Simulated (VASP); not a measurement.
# Pt (Im-3m) in VASP: a series of runs, part 2 of 2

VASP 6.6.1. Earlier steps stand in the parts before.

### 3 Single point, BLYP (volume scaled by 0.88)

Input file INCAR:

```
SYSTEM = Pt
PREC = Accurate ; ENCUT = 520
EDIFF = 1E-7 ; ISMEAR = -1
SIGMA = 0.1 ; LREAL = .FALSE.
LASPH = .TRUE. ; NELM = 60
ALGO = Normal ; ISIF = 2
LWAVE = .FALSE. ; LCHARG = .TRUE.
GGA = B5 ; ALDAX = 1.0
AGGAX = 1.0 ; AGGAC = 1.0
ALDAC = 0.0 ; LELF = .TRUE.
LVHAR = .TRUE. ; NBANDS = 11
```

Input file KPOINTS:

```
Automatic mesh
0
G
  15 15 15
  0 0 0
```

Input file POSCAR:

```
Pt
1.0
   -1.5478779223      1.5478779223      1.5478779223
    1.5478779223     -1.5478779223      1.5478779223
    1.5478779223      1.5478779223     -1.5478779223
Pt
1
Direct
    0.0000000000      0.0000000000      0.0000000000
```

Potentials or basis: VASP PAW PBE potentials, release 64 (Pt).

Command:

```console
$ cat potpaw_PBE.64/Pt/POTCAR > POTCAR
$ mpirun -np 1 vasp_std > vasp.out
```

OUTCAR:

```text
SYSTEM = Pt
   PREC = Accurate
   ENCUT = 520
   EDIFF = 1E-7
   ISMEAR = -1
   LREAL = .FALSE.
   LASPH = .TRUE.
   NELM = 60
   ISIF = 2
   GGA = B5

 ion  position               nearest neighbor table
   1  0.000  0.000  0.000-

  LATTYP: Found a body centered cubic cell.
 ALAT       =     3.0957558446

  Lattice vectors:

 A1 = (  -1.5478779223,   1.5478779223,   1.5478779223)
 A2 = (   1.5478779223,  -1.5478779223,   1.5478779223)
 A3 = (   1.5478779223,   1.5478779223,  -1.5478779223)

Analysis of symmetry for initial positions (statically):
=====================================================================
 Subroutine PRICEL returns:
 Original cell was already a primitive cell.

 Routine SETGRP: Setting up the symmetry group for a
 body centered cubic supercell.

 Subroutine GETGRP returns: Found 48 space group operations
 (whereof 48 operations were pure point group operations)
 out of a pool of 48 trial point group operations.

The static configuration has the point symmetry O_h .

Analysis of symmetry for dynamics (positions and initial velocities):
=====================================================================
 Subroutine PRICEL returns:
 Original cell was already a primitive cell.

 Routine SETGRP: Setting up the symmetry group for a
 body centered cubic supercell.

 Subroutine GETGRP returns: Found 48 space group operations
 (whereof 48 operations were pure point group operations)
 out of a pool of 48 trial point group operations.

The dynamic configuration has the point symmetry O_h .

 Subroutine INISYM returns: Found 48 space group operations
 (whereof 48 operations are pure point group operations),
 and found     1 'primitive' translations

----------------------------------------------------------------------------------------

                                     Primitive cell
[... 106 lines left out ...]
   IALGO  =     38    algorithm
   IMIX   =      4    mixing-type and parameters
     AMIX     =   0.40;   BMIX     =  1.00
     AMIX_MAG =   1.60;   BMIX_MAG =  1.00
  volume/ion in A,a.u.               =      14.83       100.11
  Fermi-wavevector in a.u.,A,eV,Ry     =   1.435439  2.712587 28.034609  2.060486
  Thomas-Fermi vector in A             =   2.554738
   LORBIT       =      0    0 simple, 1 ext, 2 COOP (PROOUT), +10 PAW based schemes
   GGA     = B5    functional components
   LHFCALC =     F    Hartree Fock is set to
   AEXX    =    0.0000 exact exchange contribution
   IVDW    =     0    specifies the selected vdW correction
   LEPSILON=     F    determine dielectric tensor
   LRPA    =     F    only Hartree local field effects (RPA)
 non-spin polarized calculation
  energy-cutoff  :      520.00
  volume of cell :       14.83
 maximum number of plane-waves:       414
   NGX =  9   NGY =  9   NGZ =  9

 number of electron      10.0000002 magnetization

 Free energy of the ion-electron system (eV)
  ---------------------------------------------------
  ext. energy  EPLUGINS =         0.00000000
  ---------------------------------------------------
  free energy    TOTEN  =        -4.74933209 eV

  energy without entropy =       -4.72504550  energy(sigma->0) =       -4.73718880

 E-fermi :  11.9899     XC(G=0): -12.8858

 val. band max:       11.9727327249   @ k =  -0.2667   0.3333   0.1333
 cond. band min:      12.0034744452   @ k =   0.4667   0.0667   0.0000
 fundamental gap:      0.0307417203
 Fermi energy:        11.9899374860

 k-point     1 :       0.0000    0.0000    0.0000
  band No.  band energies     occupation
      1       1.9538      2.00000
      2       8.1000      2.00000
      3       8.1000      2.00000
      4       8.1000      2.00000
      5      10.8346      1.99998
      6      10.8346      1.99998
      7      29.2808      0.00000
      8      29.2808      0.00000
      9      29.2808      0.00000
     10      40.2703      0.00000
     11      40.2720      0.00000
[... 309 lines left out ...]
 k-point    24 :       0.4000    0.2000    0.0000
  band No.  band energies     occupation
      1       5.7267      2.00000
      2       6.9097      2.00000
      3       8.9934      2.00000
      4      10.6313      2.00000
      5      11.5972      1.96136
      6      16.9312      0.00000
      7      18.2398      0.00000
      8      23.9389      0.00000
      9      28.0878      0.00000
     10      35.7988      0.00000
     11      35.8147      0.00000

 [... further k-points ...]
[... 5 lines left out ...]
  --------------------------------------------------------------------------------------
  -------------------------------------------------------------------------------------
  Total        3.3268218      3.3268218      3.3268218      0.0000000      0.0000000      0.0000000
  in kB      359.3105882    359.3105882    359.3105882      0.0000000      0.0000000      0.0000000
  external PRESSURE =     359.3105882 kB  Pullay stress =       0.0000000 kB

 VOLUME and BASIS-vectors are now :
 -----------------------------------------------------------------------------
  energy-cutoff  :      520.00
  volume of cell :       14.83
      direct lattice vectors                 reciprocal lattice vectors
    -1.547877922  1.547877922  1.547877922     0.000000000  0.323022890  0.323022890
     1.547877922 -1.547877922  1.547877922     0.323022890  0.000000000  0.323022890
     1.547877922  1.547877922 -1.547877922     0.323022890  0.323022890  0.000000000

 POSITION                                       TOTAL-FORCE (eV/Angst)
 -----------------------------------------------------------------------------------
      0.00000      0.00000      0.00000         0.000000     -0.000000      0.000000
 -----------------------------------------------------------------------------------
    total drift:                                0.000000      0.000000      0.000000

  FREE ENERGIE OF THE ION-ELECTRON SYSTEM (eV)
  ---------------------------------------------------
  free  energy   TOTEN  =        -4.7493320882 eV

  energy  without entropy=       -4.7250455029  energy(sigma->0) =       -4.73718880
```

OSZICAR:

```text
N       E                     dE             d eps       ncg     rms          rms(c)
DAV:   1     0.417826670243E+02    0.41783E+02   -0.53777E+03  2664   0.847E+02
DAV:   2    -0.447142725488E+01   -0.46254E+02   -0.44496E+02  3027   0.179E+02
DAV:   3    -0.508025518161E+01   -0.60883E+00   -0.60681E+00  3119   0.197E+01
DAV:   4    -0.508283612345E+01   -0.25809E-02   -0.25807E-02  3086   0.149E+00
DAV:   5    -0.508285763633E+01   -0.21513E-04   -0.21513E-04  3114   0.125E-01    0.129E+01
DAV:   6    -0.478679196303E+01    0.29607E+00   -0.62851E-01  2862   0.628E+00    0.673E+00
DAV:   7    -0.475251467327E+01    0.34277E-01   -0.11381E-01  3066   0.265E+00    0.234E+00
DAV:   8    -0.474948977408E+01    0.30249E-02   -0.61944E-03  2859   0.710E-01    0.463E-01
DAV:   9    -0.474932525528E+01    0.16452E-03   -0.18123E-04  3045   0.121E-01    0.324E-02
DAV:  10    -0.474933210813E+01   -0.68529E-05   -0.58907E-06  3100   0.222E-02    0.166E-03
DAV:  11    -0.474933208817E+01    0.19961E-07   -0.53083E-08  3051   0.225E-03
   1 F= -.47493321E+01 E0= -.47371888E+01  d E =-.242866E-01
```

Run time: 7.9 s. Hardware: 1 thread of Intel Xeon 6975P-C (Granite Rapids), shared host; peak memory 0.14 GiB.

Results:

- Free energy: -4.7493 eV
- Pressure: 35.9 GPa
- Band gap on the k mesh: zero (band 5 reaches 13.04 eV, above the bottom of band 6 at 10.67 eV)

Caveat: the PAW data sets were made with another functional, which shifts forces and pressure a little; spin-orbit coupling is left out, which moves the levels of the heavy elements.

### 4 Single point, BLYP (volume scaled by 0.92)

Input file INCAR:

```
AGGAC = 1.0 ; AGGAX = 1.0
ALDAC = 0.0 ; ALDAX = 1.0
ALGO = Normal ; EDIFF = 1E-7
ENCUT = 520 ; GGA = B5
ISIF = 2 ; ISMEAR = -1
LASPH = T ; LCHARG = F
LREAL = F ; LWAVE = F
NBANDS = 11 ; NELM = 100
PREC = Accurate ; SIGMA = 0.1
```

Input file KPOINTS:

```
k-points
0
Gamma
  15 15 15
```

Input file POSCAR:

```
Pt
1.0
   -1.5709839843      1.5709839843      1.5709839843
    1.5709839843     -1.5709839843      1.5709839843
    1.5709839843      1.5709839843     -1.5709839843
Pt
1
Direct
    0.0000000000      0.0000000000      0.0000000000
```

Command:

```console
$ cat potpaw_PBE.64/Pt/POTCAR > POTCAR
$ mpirun -np 1 vasp_std > vasp.out
```

Run time: 7.6 s. Hardware: 1 thread of Intel Xeon 6975P-C (Granite Rapids), shared host; peak memory 0.13 GiB.

Results (log left out):

```
Free energy            : -4.8684 eV
Pressure               : 21.1 GPa
Band gap on the k mesh : zero (band 5 reaches 12.11 eV, above the bottom of band 6 at 9.93 eV)
```

Levels at points of the mesh, in eV from the Fermi level:
```
           k point  band 2  band 3  band 4  band 5  band 6  band 7  band 8  band 9
(0.00, 0.00, 0.00)   -3.64   -3.64   -3.64   -1.07   -1.07   17.32   17.32   17.32
```

Caveat: the PAW data sets were made with another functional, which shifts forces and pressure a little; spin-orbit coupling is left out, which moves the levels of the heavy elements.

### 5 Overview

```tsv
cell	k mesh	gap on the mesh (eV)	pressure (GPa)
a = 2.798 Å, angles 109.5°, 1 atom	14 × 14 × 14	none	0.9
a = 2.681 Å, angles 109.5°, 1 atom	15 × 15 × 15	none	35.9
a = 2.721 Å, angles 109.5°, 1 atom	15 × 15 × 15	none	21.1
```

Alike in all rows: task single point; level BLYP; potentials or basis VASP PAW PBE potentials, release 64 (Pt); no spin polarisation; cutoff (eV) 520; smearing fermi-dirac 0.1 eV.

Caveats: the PAW data sets were made with another functional, which shifts forces and pressure a little; spin-orbit coupling is left out, which moves the levels of the heavy elements.

Total energies depend on the potentials used, so only differences within one code and one set of settings carry meaning.
